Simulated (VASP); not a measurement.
Input of a VASP 6.6.1 run:

File INCAR:

```
SYSTEM = NaCl
PREC = Accurate
ENCUT = 500
EDIFF = 1E-6
ISMEAR = 0
SIGMA = 0.01
LREAL = .False.
LASPH = .True.
NELM = 120
ALGO = Normal
ISIF = 2
LWAVE = .False.
LCHARG = .False.
GGA = PE
NBANDS = 14
GGA_COMPAT = .False.
```

Contents of KPOINTS:

```
Automatic mesh
0
Gamma
  4 4 4
  0 0 0
```

The input POSCAR:

```
NaCl
1.0
    0.0000000000      2.8200000000      2.8200000000
    2.8200000000      0.0000000000      2.8200000000
    2.8200000000      2.8200000000      0.0000000000
Na Cl
1 1
Direct
    0.0000000000      0.0000000000      0.0000000000
    0.5000000000      0.5000000000      0.5000000000
```

Potentials or basis: VASP PAW PBE potentials, release 64 (Na_pv, Cl).

Run with:

```bash
$ cat potpaw_PBE.64/Na_pv/POTCAR potpaw_PBE.64/Cl/POTCAR > POTCAR
$ mpirun -np 1 vasp_std > vasp.out
```

Q: What does it give for the band gap on the k mesh?

A: 5.11 eV, direct.

Q: Predict the pressure.

A: 0.7 GPa.

Caveat: the k points lie up to 0.48 Å⁻¹ apart.
